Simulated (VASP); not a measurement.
Input of a VASP 6.6.1 run:

The input INCAR:

```
PREC = Accurate
ENCUT = 520
EDIFF = 1E-6
ISMEAR = 0
SIGMA = 0.05
LREAL = F
LASPH = T
NELM = 80
ALGO = Normal
ISIF = 2
LWAVE = F
LCHARG = F
GGA = PS
NBANDS = 31
```

File KPOINTS:

```
Automatic mesh
0
Gamma
  12 12 12
```

POSCAR

```
C
1.0
    1.2534231687      0.7236642039     10.4713270244
   -1.2534231687      0.7236642039     10.4713270244
    0.0000000000     -1.4473284077     10.4713270244
C
10
Direct
    0.0248215789      0.0248215789      0.0248215789
    0.9751784211      0.9751784211      0.9751784211
    0.1086886328      0.1086886328      0.1086886328
    0.8913113672      0.8913113672      0.8913113672
    0.1583653670      0.1583653670      0.1583653670
    0.8416346330      0.8416346330      0.8416346330
    0.3748636560      0.3748636560      0.3748636560
    0.6251363440      0.6251363440      0.6251363440
    0.4253184939      0.4253184939      0.4253184939
    0.5746815061      0.5746815061      0.5746815061
```

Potentials or basis: VASP PAW PBE potentials, release 64 (C).

Run with:

```bash
$ cat potpaw_PBE.64/C/POTCAR > POTCAR
$ mpirun -np 1 vasp_std > vasp.out
```

What does it give for the largest force?

0.045 eV/Å.

What does it give for the band gap on the k mesh?

4.44 eV (least direct gap 5.07 eV).

Estimate the pressure.

-5.4 GPa.

Stress tensor (GPa, compression positive):
```
  0.45   0.00   0.00
  0.00   0.45   0.00
  0.00   0.00 -17.09
```

Caveat: the cell differs from its parent crystal (strain +0.0150 x Voigt [0, 0, 1, 0, 0, 0]); the stress differs along the axes, from -17 to 0 GPa; the PAW data sets were made with another functional, which shifts forces and pressure a little. A k mesh can miss the band edges.
